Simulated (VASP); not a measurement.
# Mo (P6/mmm) in VASP: single point with PBEsol

Aim: the single point of Mo with PBEsol.

Everything below comes from runs of VASP 6.6.1. Logs are shortened: lines on timing, memory, paths and dates and some standing lists are left out, and cuts for length are marked.

## Step 1: The cell of the first run

Symmetry: P6/mmm, No. 191, hexagonal system. Conventional cell: a = 2.736 Å, b = 2.736 Å, c = 2.555 Å, α = 90.00°, β = 90.00°, γ = 120.00°. Within 3.4 Å of Mo (site symmetry 6/mmm) lie 8 Mo at 2.56 to 2.74 Å.

## Step 2: Single point, PBEsol

Contents of INCAR:

```
ALGO = Normal
EDIFF = 1E-6
ENCUT = 500
GGA = PS
GGA_COMPAT = False
ISIF = 2
ISMEAR = -1
LASPH = True
LCHARG = False
LREAL = False
LWAVE = False
NBANDS = 13
NELM = 120
PREC = Accurate
SIGMA = 0.1
```

Contents of KPOINTS:

```
k-points
0
Gamma
  9 9 8
```

Contents of POSCAR:

```
Mo
1.0
    2.7355100000      0.0000000000      0.0000000000
   -1.3677600000      2.3690200000      0.0000000000
    0.0000000000      0.0000000000      2.5551800000
Mo
1
Direct
    0.0000000000      0.0000000000      0.5000000000
```

Potentials or basis: VASP PAW PBE potentials, release 64 (Mo_sv).

Started as:

```bash
$ cat potpaw_PBE.64/Mo_sv/POTCAR > POTCAR
$ mpirun -np 1 vasp_std > vasp.out
```

OUTCAR:

```text
EDIFF = 1E-6
   ENCUT = 500
   GGA = PS
   ISIF = 2
   ISMEAR = -1
   LASPH = True
   LREAL = False
   NELM = 120
   PREC = Accurate

 ion  position               nearest neighbor table
   1  0.000  0.000  0.500-

  LATTYP: Found a hexagonal cell.
 ALAT       =     2.7355100000
 C/A-ratio  =     0.9340781061

  Lattice vectors:

 A1 = (   2.7355100000,   0.0000000000,   0.0000000000)
 A2 = (  -1.3677600000,   2.3690200000,   0.0000000000)
 A3 = (   0.0000000000,   0.0000000000,   2.5551800000)

Analysis of symmetry for initial positions (statically):
=====================================================================
 Subroutine PRICEL returns:
 Original cell was already a primitive cell.

 Routine SETGRP: Setting up the symmetry group for a
 hexagonal supercell.

 Subroutine GETGRP returns: Found 24 space group operations
 (whereof 24 operations were pure point group operations)
 out of a pool of 24 trial point group operations.

The static configuration has the point symmetry D_6h.

Analysis of symmetry for dynamics (positions and initial velocities):
=====================================================================
 Subroutine PRICEL returns:
 Original cell was already a primitive cell.

 Routine SETGRP: Setting up the symmetry group for a
 hexagonal supercell.

 Subroutine GETGRP returns: Found 24 space group operations
 (whereof 24 operations were pure point group operations)
 out of a pool of 24 trial point group operations.

The dynamic configuration has the point symmetry D_6h.

 Subroutine INISYM returns: Found 24 space group operations
 (whereof 24 operations are pure point group operations),
 and found     1 'primitive' translations

----------------------------------------------------------------------------------------

                                     Primitive cell

  volume of cell :      16.5588

  direct lattice vectors                    reciprocal lattice vectors
     2.735510000  0.000000000  0.000000000     0.365562546  0.211058509  0.000000000
    -1.367760000  2.369020000  0.000000000     0.000000000  0.422115474  0.000000000
     0.000000000  0.000000000  2.555180000     0.000000000  0.000000000  0.391361861

  length of vectors
     2.735510000  2.735511502  2.555180000     0.422115706  0.422115474  0.391361861

  position of ions in fractional coordinates (direct lattice)
     0.000000000  0.000000000  0.500000000

  ion indices of the primitive-cell ions
   primitive index   ion index
                 1           1

----------------------------------------------------------------------------------------

 KPOINTS: k-points

Automatic generation of k-mesh.
 Grid dimensions read from file:
 generate k-points for:    9    9    8

 Generating k-lattice:

  Cartesian coordinates                     Fractional coordinates (reciprocal lattice)
     0.040618061  0.023450945  0.000000000     0.111111111  0.000000000  0.000000000
     0.000000000  0.046901719  0.000000000     0.000000000  0.111111111  0.000000000
     0.000000000  0.000000000  0.048920233     0.000000000  0.000000000  0.125000000

  Length of vectors
     0.046901745  0.046901719  0.048920233

  Shift w.r.t. Gamma in fractional coordinates (k-lattice)
     0.000000000  0.000000000  0.000000000

 Subroutine IBZKPT returns following result:
 ===========================================

 Found     60 irreducible k-points:

 Following reciprocal coordinates:
            Coordinates               Weight
  0.000000  0.000000  0.000000      1.000000
  0.111111  0.000000  0.000000      6.000000
  0.222222 -0.000000  0.000000      6.000000
  0.333333 -0.000000  0.000000      6.000000
  0.444444 -0.000000  0.000000      6.000000
  0.111111  0.111111  0.000000      6.000000
[... 16 lines left out ...]
  0.333333  0.222222  0.125000     24.000000
  0.333333  0.333333  0.125000      4.000000
 [... further k-points ...]
   k-points           NKPTS =     60   k-points in BZ     NKDIM =     60   number of bands    NBANDS=     13
   number of dos      NEDOS =    301   number of ions     NIONS =      1
   total plane-waves  NPLWV =   8000
   dimension x,y,z NGX =    20 NGY =   20 NGZ =   20
   dimension x,y,z NGXF=    40 NGYF=   40 NGZF=   40
   ions per type =               1
   NGX,Y,Z   is equivalent  to a cutoff of  12.15, 12.15, 13.01 a.u.
   NGXF,Y,Z  is equivalent  to a cutoff of  24.31, 24.31, 26.02 a.u.
 SYSTEM =  unknown system
   PREC   = accura    normal or accurate (medium, high low for compatibility)
   ISTART =      0    job   : 0-new  1-cont  2-samecut
   ICHARG =      2    charge: 1-file 2-atom 10-const
   ISPIN  =      1    spin polarized calculation?
   LNONCOLLINEAR =      F non collinear calculations
   LSORBIT =      F    spin-orbit coupling
   LASPH  =      T    aspherical Exc in radial PAW
   ENCUT  =  500.0 eV  36.75 Ry    6.06 a.u.   4.99  4.99  4.66*2*pi/ulx,y,z
   NELM   =    120;   NELMIN=  2; NELMDL= -5     # of ELM steps
   EDIFF  = 0.1E-05   stopping-criterion for ELM
   LREAL  =      F    real-space projection
   EDIFFG = 0.1E-04   stopping-criterion for IOM
   NSW    =      0    number of steps for IOM
   IBRION =     -1    ionic relax: 0-MD 1-quasi-New 2-CG
   NFREE  =      0    steps in history (QN), initial steepest desc. (CG)
   ISIF   =      2    stress and relaxation
   ISYM   =      2    0-nonsym 1-usesym 2-fastsym
   POTIM  = 0.5000    time-step for ionic-motion
   TEBEG  =    0.0;   TEEND  =   0.0 temperature during run
   PSTRESS=    0.0 pullay stress
   NELECT =      14.0000    total number of electrons
   NUPDOWN=      -1.0000    fix difference up-down
   EMIN   =  10.00;   EMAX   =-10.00  energy-range for DOS
   EFERMI =   0.00;   METHOD = LEGACY
   ISMEAR =    -1;   SIGMA  =   0.10  broadening in eV -4-tet -1-fermi 0-gaus
   EFERMI_NEDOS =   21; number of points for ismear=-14 and -15
   IALGO  =     38    algorithm
   IMIX   =      4    mixing-type and parameters
     AMIX     =   0.40;   BMIX     =  1.00
     AMIX_MAG =   1.60;   BMIX_MAG =  1.00
  volume/ion in A,a.u.               =      16.56       111.74
  Fermi-wavevector in a.u.,A,eV,Ry     =   1.548013  2.925321 32.604252  2.396345
  Thomas-Fermi vector in A             =   2.653024
   LORBIT       =      0    0 simple, 1 ext, 2 COOP (PROOUT), +10 PAW based schemes
   GGA     = PS    functional components
   LHFCALC =     F    Hartree Fock is set to
   AEXX    =    0.0000 exact exchange contribution
   IVDW    =     0    specifies the selected vdW correction
   LEPSILON=     F    determine dielectric tensor
   LRPA    =     F    only Hartree local field effects (RPA)
 non-spin polarized calculation
  energy-cutoff  :      500.00
  volume of cell :       16.56
 maximum number of plane-waves:       435
 NGX is ok and might be reduce to    20
   NGX =  9   NGY =  9   NGZ =  9

 number of electron      14.0000000 magnetization

 Free energy of the ion-electron system (eV)
  ---------------------------------------------------
  ext. energy  EPLUGINS =         0.00000000
  ---------------------------------------------------
  free energy    TOTEN  =       -10.84676195 eV

  energy without entropy =      -10.80566057  energy(sigma->0) =      -10.82621126

 E-fermi :  11.4238     XC(G=0): -13.1165

 val. band max:       11.4233346350   @ k =   0.0000   0.0000   0.5000
 cond. band min:      11.4857892712   @ k =   0.4444   0.1111   0.2500
 fundamental gap:      0.0624546363
 Fermi energy:        11.4238000129

 k-point     1 :       0.0000    0.0000    0.0000
  band No.  band energies     occupation
      1     -49.5094      2.00000
      2     -22.7948      2.00000
      3     -22.7947      2.00000
      4     -22.7846      2.00000
      5       4.6102      2.00000
      6       7.0866      2.00000
      7      10.5596      1.99965
      8      10.5596      1.99965
      9      15.5444      0.00000
     10      15.5444      0.00000
     11      24.4603      0.00000
     12      27.1758      0.00000
     13      31.9107      0.00000

 k-point     2 :       0.1111    0.0000    0.0000
  band No.  band energies     occupation
      1     -49.4835      2.00000
      2     -22.9667      2.00000
      3     -22.8332      2.00000
      4     -22.7665      2.00000
      5       5.0741      2.00000
      6       7.2955      2.00000
      7      10.1223      2.00000
      8      11.0024      1.97085
      9      15.0470      0.00000
     10      15.4606      0.00000
     11      25.4996      0.00000
     12      28.1153      0.00000
     13      29.8173      0.00000

 k-point     3 :       0.2222   -0.0000    0.0000
  band No.  band energies     occupation
      1     -49.4172      2.00000
      2     -23.3890      2.00000
      3     -22.9296      2.00000
      4     -22.7205      2.00000
      5       6.1346      2.00000
      6       7.7291      2.00000
      7       9.6096      2.00000
      8      12.2549      0.00049
      9      13.9969      0.00000
     10      15.2549      0.00000
     11      25.9777      0.00000
     12      28.7074      0.00000
     13      29.0504      0.00000

 k-point     4 :       0.3333   -0.0000    0.0000
  band No.  band energies     occupation
      1     -49.3408      2.00000
      2     -23.8490      2.00000
      3     -23.0372      2.00000
      4     -22.6678      2.00000
      5       6.7694      2.00000
      6       7.8165      2.00000
      7      10.6718      1.99892
      8      13.0268      0.00000
      9      14.0404      0.00000
     10      15.0309      0.00000
     11      23.5175      0.00000
     12      26.8984      0.00000
     13      29.6539      0.00000

 k-point     5 :       0.4444   -0.0000    0.0000
  band No.  band energies     occupation
      1     -49.2902      2.00000
      2     -24.1390      2.00000
      3     -23.1063      2.00000
      4     -22.6332      2.00000
      5       6.5714      2.00000
      6       8.1849      2.00000
      7      12.2050      0.00081
      8      12.4761      0.00005
      9      14.8901      0.00000
     10      15.6282      0.00000
     11      21.8394      0.00000
     12      25.1354      0.00000
     13      28.4234      0.00000

 k-point     6 :       0.1111    0.1111    0.0000
  band No.  band energies     occupation
      1     -49.4374      2.00000
      2     -23.2476      2.00000
      3     -22.9169      2.00000
      4     -22.7345      2.00000
      5       5.8712      2.00000
      6       7.6944      2.00000
      7       9.4609      2.00000
      8      11.9506      0.01026
      9      14.3271      0.00000
     10      15.2707      0.00000
     11      26.7283      0.00000
     12      27.6158      0.00000
     13      29.7159      0.00000

 k-point     7 :       0.2222    0.1111    0.0000
  band No.  band energies     occupation
      1     -49.3659      2.00000
      2     -23.6521      2.00000
      3     -23.0557      2.00000
      4     -22.6851      2.00000
      5       6.9281      2.00000
      6       8.0320      2.00000
      7       9.3390      2.00000
      8      13.4297      0.00000
      9      13.6960      0.00000
     10      14.9572      0.00000
     11      24.7169      0.00000
     12      26.3293      0.00000
     13      30.9646      0.00000
[... 193 lines left out ...]
 k-point    20 :       0.3333    0.1111    0.1250
  band No.  band energies     occupation
      1     -49.2689      2.00000
      2     -23.9602      2.00000
      3     -23.1507      2.00000
      4     -22.8947      2.00000
      5       7.3613      2.00000
      6       8.7911      2.00000
      7      10.1201      2.00000
      8      12.8697      0.00000
      9      13.8566      0.00000
     10      16.1695      0.00000
     11      22.7206      0.00000
     12      25.6227      0.00000
     13      28.9214      0.00000

 k-point    21 :       0.4444    0.1111    0.1250
  band No.  band energies     occupation
      1     -49.2437      2.00000
      2     -24.0915      2.00000
      3     -23.1977      2.00000
      4     -22.8754      2.00000
      5       7.1790      2.00000
      6       9.1994      2.00000
      7      10.0240      2.00000
      8      13.6082      0.00000
      9      13.7197      0.00000
     10      17.3258      0.00000
     11      21.2001      0.00000
     12      24.7475      0.00000
     13      28.9941      0.00000

 k-point    22 :       0.2222    0.2222    0.1250
  band No.  band energies     occupation
      1     -49.2737      2.00000
      2     -23.8360      2.00000
      3     -23.2514      2.00000
      4     -22.8982      2.00000
      5       8.4063      2.00000
      6       8.6457      2.00000
      7       9.3659      2.00000
      8      12.2866      0.00036
      9      13.5625      0.00000
     10      16.4799      0.00000
     11      23.5534      0.00000
     12      24.5770      0.00000
     13      29.4153      0.00000

 k-point    23 :       0.3333    0.2222    0.1250
  band No.  band energies     occupation
      1     -49.2351      2.00000
      2     -23.9377      2.00000
      3     -23.4328      2.00000
      4     -22.8687      2.00000
      5       8.3461      2.00000
      6       9.2046      2.00000
      7       9.8216      2.00000
      8      12.4733      0.00006
      9      13.0659      0.00000
     10      18.6574      0.00000
     11      21.0432      0.00000
     12      23.0838      0.00000
     13      29.9977      0.00000

 k-point    24 :       0.3333    0.3333    0.1250
  band No.  band energies     occupation
      1     -49.2218      2.00000
      2     -23.7377      2.00000
      3     -23.7377      2.00000
      4     -22.8584      2.00000
      5       9.3390      2.00000
      6       9.3390      2.00000
      7       9.3952      2.00000
      8      12.4638      0.00006
      9      12.4638      0.00006
     10      20.0681      0.00000
     11      20.9509      0.00000
     12      20.9509      0.00000
     13      32.0168      0.00000

 [... further k-points ...]
[... 5 lines left out ...]
  --------------------------------------------------------------------------------------
  -------------------------------------------------------------------------------------
  Total       -0.1881020     -0.1881018     -0.5171807      0.0000004      0.0000000      0.0000000
  in kB      -18.2001719    -18.2001542    -50.0408090      0.0000384      0.0000000      0.0000000
  external PRESSURE =     -28.8137117 kB  Pullay stress =       0.0000000 kB

 VOLUME and BASIS-vectors are now :
 -----------------------------------------------------------------------------
  energy-cutoff  :      500.00
  volume of cell :       16.56
      direct lattice vectors                 reciprocal lattice vectors
     2.735510000  0.000000000  0.000000000     0.365562546  0.211058509  0.000000000
    -1.367760000  2.369020000  0.000000000     0.000000000  0.422115474  0.000000000
     0.000000000  0.000000000  2.555180000     0.000000000  0.000000000  0.391361861

 POSITION                                       TOTAL-FORCE (eV/Angst)
 -----------------------------------------------------------------------------------
      0.00000      0.00000      1.27759         0.000000      0.000000      0.000000
 -----------------------------------------------------------------------------------
    total drift:                               -0.000000      0.000000     -0.000000

  FREE ENERGIE OF THE ION-ELECTRON SYSTEM (eV)
  ---------------------------------------------------
  free  energy   TOTEN  =       -10.8467619543 eV

  energy  without entropy=      -10.8056605673  energy(sigma->0) =      -10.82621126
```

Run time: 12 s. Hardware: 1 thread of Intel Xeon 8259CL, shared host; peak memory 0.13 GiB.

What came out:

```
Free energy            : -10.8468 eV
Pressure               : -2.9 GPa
Band gap on the k mesh : zero (band 7 reaches 12.21 eV, above the bottom of band 8 at 10.56 eV)
```

Caveat: the PAW data sets were made with another functional, which shifts forces and pressure a little.
